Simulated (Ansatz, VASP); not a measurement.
## Mg3ZrN in VASP and in Ansatz

```
CELL_PARAMETERS angstrom
5.36926 0.00000 0.00000
0.00000 5.36926 0.00000
0.00000 0.00000 3.70581
ATOMIC_POSITIONS crystal
Mg 0.00000 0.50000 0.00000
Mg 0.50000 0.00000 0.00000
Mg 0.50000 0.50000 0.00000
Zr 0.00000 0.00000 0.50000
N 0.50000 0.50000 0.50000
```

Alike in both runs: functional PBE; k mesh 8 × 8 × 10; occupations gaussian, width 0.1 eV; no spin polarisation.

Ansatz relaxed the structure, and its values are those at the end. VASP's run is a single point on that final structure, the one shown.

```csv
,VASP,Ansatz
version,VASP 6.6.1,Ansatz 0.2.0
potentials or method,"VASP PAW PBE potentials, release 64 (Mg, Zr_sv, N), cutoff 520 eV","scalar-relativistic, plane waves, PAW"
valence electrons in the cell,23,47
```

```tsv
	VASP	Ansatz	Ansatz less VASP
gap on the k mesh at the Fermi level (eV)	none	none	-
pressure (GPa)	0.0	0.0	-0.01
```

A gap of «none» marks a metal or a gap that the smearing closes. VASP's potentials hold 23 valence electrons a cell and Ansatz's 47, so a difference there can come from the potentials and not from the codes.
